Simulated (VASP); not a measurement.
# Rh (I4/mmm) in VASP: single point with PBEsol

Aim: the single point of Rh with PBEsol.

Everything below comes from runs of VASP 6.6.1. Logs are shortened: lines on timing, memory, paths and dates and some standing lists are left out, and cuts for length are marked.

### Step 1. The cell of the first run

It takes space group I4/mmm (No. 139, tetragonal). Conventional cell: a = 2.650 Å, b = 2.650 Å, c = 8.449 Å, α = 90.00°, β = 90.00°, γ = 90.00°. Within 3.2 Å of Rh (site symmetry 4mm) lie 9 Rh at 2.41 to 2.65 Å.

### Step 2. Single point, PBEsol

INCAR reads:

```
PREC     = Accurate       # precision mode
ENCUT    = 520            # plane-wave cutoff, eV
EDIFF    = 1E-7           # SCF threshold, eV
ISMEAR   = 0              # smearing method
SIGMA    = 0.1            # smearing width, eV
LREAL    = False          # projectors in reciprocal space
LASPH    = True           # aspherical terms in the spheres
NELM     = 100            # most SCF steps
ALGO     = Fast           # electronic algorithm
ISIF     = 2              # what is computed and relaxed
LWAVE    = False          # write WAVECAR
LCHARG   = True           # write CHGCAR
GGA      = PS             # functional
LELF     = True           # ELF
LVHAR    = True         
NBANDS   = 22             # bands
```

KPOINTS reads:

```
regular mesh
0
Gamma
  28 28 28
```

POSCAR reads:

```
Rh
1.0
   -1.3250759762      1.3250759762      4.2246233556
    1.3250759762     -1.3250759762      4.2246233556
    1.3250759762      1.3250759762     -4.2246233556
Rh
2
Direct
    0.1424183768      0.1424183768      0.0000000000
    0.8575816232      0.8575816232      0.0000000000
```

Potentials or basis: VASP PAW PBE potentials, release 64 (Rh_pv).

Run with:

```sh
cat potpaw_PBE.64/Rh_pv/POTCAR > POTCAR
mpirun -np 1 vasp_std > vasp.out
```

OUTCAR:

```text
PREC = Accurate
   ENCUT = 520
   EDIFF = 1E-7
   ISMEAR = 0
   LREAL = False
   LASPH = True
   NELM = 100
   ISIF = 2
   GGA = PS

 ion  position               nearest neighbor table
   1  0.142  0.142  0.000-   2 2.41   2 2.61   2 2.61   2 2.61   2 2.61
   2  0.858  0.858  0.000-   1 2.41   1 2.61   1 2.61   1 2.61   1 2.61

  LATTYP: Found a body centered tetragonal cell.
 ALAT       =     2.6501519524
 C/A-ratio  =     3.1882121716

  Lattice vectors:

 A1 = (  -1.3250759762,   1.3250759762,   4.2246233556)
 A2 = (   1.3250759762,  -1.3250759762,   4.2246233556)
 A3 = (   1.3250759762,   1.3250759762,  -4.2246233556)

Analysis of symmetry for initial positions (statically):
=====================================================================
 Subroutine PRICEL returns:
 Original cell was already a primitive cell.

 Routine SETGRP: Setting up the symmetry group for a
 body centered tetragonal supercell.

 Subroutine GETGRP returns: Found 16 space group operations
 (whereof 16 operations were pure point group operations)
 out of a pool of 16 trial point group operations.

The static configuration has the point symmetry D_4h.

Analysis of symmetry for dynamics (positions and initial velocities):
=====================================================================
 Subroutine PRICEL returns:
 Original cell was already a primitive cell.

 Routine SETGRP: Setting up the symmetry group for a
 body centered tetragonal supercell.

 Subroutine GETGRP returns: Found 16 space group operations
 (whereof 16 operations were pure point group operations)
 out of a pool of 16 trial point group operations.

The dynamic configuration has the point symmetry D_4h.

 Subroutine INISYM returns: Found 16 space group operations
 (whereof 16 operations are pure point group operations),
 and found     1 'primitive' translations

----------------------------------------------------------------------------------------

                                     Primitive cell

  volume of cell :      29.6708

  direct lattice vectors                    reciprocal lattice vectors
    -1.325075976  1.325075976  4.224623356     0.000000000  0.377336854  0.118353746
     1.325075976 -1.325075976  4.224623356     0.377336854  0.000000000  0.118353746
     1.325075976  1.325075976 -4.224623356     0.377336854  0.377336854  0.000000000

  length of vectors
[... 78 lines left out ...]
   LSORBIT =      F    spin-orbit coupling
   LASPH  =      T    aspherical Exc in radial PAW
   ENCUT  =  520.0 eV  38.22 Ry    6.18 a.u.   8.59  8.59  8.59*2*pi/ulx,y,z
   NELM   =    100;   NELMIN=  2; NELMDL= -5     # of ELM steps
   EDIFF  = 0.1E-06   stopping-criterion for ELM
   LREAL  =      F    real-space projection
   EDIFFG = 0.1E-05   stopping-criterion for IOM
   NSW    =      0    number of steps for IOM
   IBRION =     -1    ionic relax: 0-MD 1-quasi-New 2-CG
   NFREE  =      0    steps in history (QN), initial steepest desc. (CG)
   ISIF   =      2    stress and relaxation
   ISYM   =      2    0-nonsym 1-usesym 2-fastsym
   POTIM  = 0.5000    time-step for ionic-motion
   TEBEG  =    0.0;   TEEND  =   0.0 temperature during run
   PSTRESS=    0.0 pullay stress
   NELECT =      30.0000    total number of electrons
   NUPDOWN=      -1.0000    fix difference up-down
   EMIN   =  10.00;   EMAX   =-10.00  energy-range for DOS
   EFERMI =   0.00;   METHOD = LEGACY
   ISMEAR =     0;   SIGMA  =   0.10  broadening in eV -4-tet -1-fermi 0-gaus
   EFERMI_NEDOS =   21; number of points for ismear=-14 and -15
   IALGO  =     68    algorithm
   IMIX   =      4    mixing-type and parameters
     AMIX     =   0.40;   BMIX     =  1.00
     AMIX_MAG =   1.60;   BMIX_MAG =  1.00
  volume/ion in A,a.u.               =      14.84       100.11
  Fermi-wavevector in a.u.,A,eV,Ry     =   1.643131  3.105066 36.734070  2.699878
  Thomas-Fermi vector in A             =   2.733317
   LORBIT       =      0    0 simple, 1 ext, 2 COOP (PROOUT), +10 PAW based schemes
   GGA     = PS    functional components
   LHFCALC =     F    Hartree Fock is set to
   AEXX    =    0.0000 exact exchange contribution
   IVDW    =     0    specifies the selected vdW correction
   LEPSILON=     F    determine dielectric tensor
   LRPA    =     F    only Hartree local field effects (RPA)
 non-spin polarized calculation
 RMM-DIIS sequential band-by-band and
 Gauss-broadening in eV      SIGMA  =   0.10
  energy-cutoff  :      520.00
  volume of cell :       29.67
 maximum number of plane-waves:       812
   NGX = 17   NGY = 17   NGZ = 17

 number of electron      30.0000003 magnetization

 Free energy of the ion-electron system (eV)
  ---------------------------------------------------
  ext. energy  EPLUGINS =         0.00000000
  ---------------------------------------------------
  free energy    TOTEN  =       -15.49459433 eV

  energy without entropy =      -15.47945468  energy(sigma->0) =      -15.48702451

 E-fermi :  10.5689     XC(G=0): -13.6173

 val. band max:       10.5687876559   @ k =  -0.2500   0.1071   0.0357
 cond. band min:      10.5691365140   @ k =  -0.4286  -0.4643   0.2857
 fundamental gap:      0.0003488581
 Fermi energy:        10.5688634258

 k-point     1 :       0.0000    0.0000    0.0000
  band No.  band energies     occupation
      1     -36.7367      2.00000
      2     -35.8923      2.00000
      3     -35.8923      2.00000
      4     -35.7566      2.00000
      5     -35.7566      2.00000
      6     -35.7316      2.00000
[... 589 lines left out ...]
     21      23.3522      0.00000
     22      28.1819      0.00000

 [... further k-points ...]

------------------------ aborting loop because EDIFF is reached ----------------------------------------

  FORCE on cell =-STRESS in cart. coord.  units (eV):
  Direction    XX          YY          ZZ          XY          YZ          ZX
  --------------------------------------------------------------------------------------
  -------------------------------------------------------------------------------------
  Total       -0.0140480     -0.0140480      0.0153415      0.0000000      0.0000000      0.0000000
  in kB       -0.7585697     -0.7585697      0.8284165      0.0000000      0.0000000      0.0000000
  external PRESSURE =      -0.2295743 kB  Pullay stress =       0.0000000 kB

 VOLUME and BASIS-vectors are now :
 -----------------------------------------------------------------------------
  energy-cutoff  :      520.00
  volume of cell :       29.67
      direct lattice vectors                 reciprocal lattice vectors
    -1.325075976  1.325075976  4.224623356     0.000000000  0.377336854  0.118353746
     1.325075976 -1.325075976  4.224623356     0.377336854  0.000000000  0.118353746
     1.325075976  1.325075976 -4.224623356     0.377336854  0.377336854  0.000000000

 POSITION                                       TOTAL-FORCE (eV/Angst)
 -----------------------------------------------------------------------------------
      0.00000      0.00000      1.20333         0.000000      0.000000      0.018658
      0.00000      0.00000      7.24592        -0.000000     -0.000000     -0.018658
 -----------------------------------------------------------------------------------
    total drift:                               -0.000000      0.000000     -0.000000

  FREE ENERGIE OF THE ION-ELECTRON SYSTEM (eV)
  ---------------------------------------------------
  free  energy   TOTEN  =       -15.4945943339 eV

  energy  without entropy=      -15.4794546771  energy(sigma->0) =      -15.48702451
```

OSZICAR:

```text
N       E                     dE             d eps       ncg     rms          rms(c)
DAV:   1     0.326523810410E+03    0.32652E+03   -0.18966E+04 72140   0.156E+03
DAV:   2    -0.948588834543E+01   -0.33601E+03   -0.32377E+03 74852   0.471E+02
DAV:   3    -0.164975589108E+02   -0.70117E+01   -0.69718E+01 84986   0.773E+01
DAV:   4    -0.165455792158E+02   -0.48020E-01   -0.48015E-01 81994   0.640E+00
DAV:   5    -0.165463462360E+02   -0.76702E-03   -0.76701E-03 86420   0.836E-01    0.149E+01
RMM:   6    -0.155337064858E+02    0.10126E+01   -0.23765E+00 73563   0.129E+01    0.507E+00
RMM:   7    -0.155019263101E+02    0.31780E-01   -0.11929E-01 76446   0.263E+00    0.219E+00
RMM:   8    -0.154946943809E+02    0.72319E-02   -0.14033E-02 80895   0.119E+00    0.146E-01
RMM:   9    -0.154945731292E+02    0.12125E-03   -0.16797E-03 83529   0.404E-01    0.543E-02
RMM:  10    -0.154945898951E+02   -0.16766E-04   -0.31684E-04 87202   0.198E-01    0.157E-02
RMM:  11    -0.154945915668E+02   -0.16717E-05   -0.81292E-05 91758   0.936E-02    0.648E-03
RMM:  12    -0.154945936131E+02   -0.20463E-05   -0.20624E-05 91177   0.498E-02    0.292E-03
RMM:  13    -0.154945937199E+02   -0.10683E-06   -0.70299E-06 92577   0.274E-02    0.235E-03
RMM:  14    -0.154945942938E+02   -0.57387E-06   -0.19556E-06 84478   0.158E-02    0.364E-04
RMM:  15    -0.154945943339E+02   -0.40152E-07   -0.76526E-07 70793   0.840E-03
   1 F= -.15494594E+02 E0= -.15487025E+02  d E =-.151397E-01
```

stdout:

```text
POSCAR found type information on POSCAR Rh
 POSCAR found :  1 types and       2 ions
 scaLAPACK will be used
 -----------------------------------------------------------------------------
|                                                                             |
|                                                                             |
|     You enforced a specific xc type in the INCAR file but a different       |
|     I HOPE YOU KNOW WHAT YOU ARE DOING!                                     |
|                                                                             |
 -----------------------------------------------------------------------------

 LDA part: xc-table for (Slater+PW92), standard interpolation
 POSCAR, INCAR and KPOINTS ok, starting setup
 FFT: planning ... GRIDC
 FFT: planning ... GRID_SOFT
 FFT: planning ... GRID
 WAVECAR not read
 entering main loop
WARNING in EDDRMM: call to ZHEGV failed, returncode =   8  4     22
WARNING in EDDRMM: call to ZHEGV failed, returncode =   6  3     22
```

It took 32 min on 1 thread of Intel Xeon Platinum 8559C (Emerald Rapids), shared host; peak memory 0.89 GiB.

Results:

```yaml
Free_energy: -15.4946 eV
Pressure: 0.0 GPa
Largest_force: 0.019 eV/Å
Band_gap_on_the_k_mesh: zero (bands 15 and 16 overlap by 2.18 eV)
```

Forces on the atoms (eV/Å):
```
Rh   0.000  0.000  0.019
Rh   0.000  0.000 -0.019
```

Levels at points of the mesh, in eV from the Fermi level:
```
           k point  band 12  band 13  band 14  band 15  band 16  band 17  band 18  band 19
(0.00, 0.00, 0.00)    -1.76    -1.76    -0.86    -0.86    -0.60     0.56     2.01     8.85
(0.50, 0.00, 0.00)    -2.42    -1.57    -1.41    -0.48     0.38     2.43     3.69     4.87
(0.50, 0.50, 0.00)    -2.37     0.27     1.08     1.21     1.34     3.93     8.01     9.98
(0.50, 0.50, 0.50)    -2.97    -2.97    -0.44    -0.23     0.38     0.89     0.89    14.00
```

Caveat: the PAW data sets were made with another functional, which shifts forces and pressure a little.
